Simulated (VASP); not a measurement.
Wanted: the native input for a VASP 6.6.1 run.

| Quantity | Value |
| --- | --- |
| Task | single point |
| Functional | PBE |
| Dispersion | D3(BJ) |
| Potentials or basis | VASP PAW PBE potentials, release 64 (Si, C) |
| Cutoff | 520 eV |
| k mesh | 2 × 2 × 2 |
| Occupations | gaussian, width 0.05 eV |
| Spin | collinear spin, zero start |
| Starting moments | [0.0, 0.0, 0.0, 0.0, 0.0, 0.0, 0.0, 0.0, 0.0, 0.0, 0.0, 0.0, 0.0, 0.0, 0.0, 0.0, 0.0] μB |
| Dipole correction | no |
| Further INCAR settings | LREAL = Auto; ALGO = Normal; EDIFF = 1e-06; NBANDS = 52 |

The structure of Si16C (a cell with a defect) lies in POSCAR:

```
Si16C
1.0
    0.0000000000      5.4300000000      5.4300000000
    5.4300000000      0.0000000000      5.4300000000
    5.4300000000      5.4300000000      0.0000000000
Si C
16 1
Direct
    0.0112454880      0.0103631676     -0.0262605893
    0.1305299263      0.1404625230      0.0977899632
   -0.0262723757      0.0117108656      0.4647368324
    0.1268034070      0.1197894107      0.5999205341
    0.0102169429      0.5142318600     -0.0241626151
    0.1283319521      0.6366418969      0.1089485267
    0.0085895028      0.4938922652      0.4826165746
    0.1128550645      0.6431136280      0.6024791897
    0.4946127993      0.0030046961      0.0246586556
    0.6384943831      0.1289058011      0.1221374770
    0.5193337017     -0.0136467772      0.4893062615
    0.5479747698      0.2207631676      0.6786559853
    0.5015473297      0.5014959484     -0.0030151013
    0.6368153775      0.6333236648      0.1026000921
    0.4764020258      0.5703569061      0.4696353591
    0.6357565378      0.6179187845      0.6227309392
    0.6956351750      0.0736674033      0.5010585635
```

One way to write it, as run:

INCAR

```
SYSTEM = Si16C
PREC = Accurate
ENCUT = 520
EDIFF = 1E-6
ISMEAR = 0
SIGMA = 0.05
LREAL = Auto
LASPH = .TRUE.
NELM = 150
ALGO = Normal
ISIF = 2
LWAVE = .FALSE.
LCHARG = .FALSE.
ISPIN = 2
MAGMOM = 0 0 0 0 0 0 0 0 0 0 0 0 0 0 0 0 0
LORBIT = 11
GGA = PE
IVDW = 12
NBANDS = 52
```

KPOINTS

```
regular mesh
0
G
  2 2 2
  0 0 0
```

Potentials or basis: VASP PAW PBE potentials, release 64 (Si, C).

The run is started by

```bash
$ cat potpaw_PBE.64/Si/POTCAR potpaw_PBE.64/C/POTCAR > POTCAR
$ mpirun -np 1 vasp_std > vasp.out
```

Results of the run:

```yaml
Pressure: 1.6 GPa
Largest_force: 0.185 eV/Å
Band_gap_on_the_k_mesh: zero (filled and empty bands overlap)
Net_moment: 0.00 μB per cell
Valence_electrons_inside_the_program's_atomic_spheres: Si 1.70, 1.71, 1.67, 1.65, 1.73, 1.68, 1.72, 1.69 (each value once); C 2.48
Dispersion_energy_per_atom: -0.313 eV
```

Caveat: the k points lie up to 0.50 Å⁻¹ apart, too coarse for converged energies and pressures of a metal.

Run time: 6.8 min on 1 thread of Intel(R) Xeon(R) 6975P-C (Granite Rapids) (shared host), peak memory 0.7 GiB.
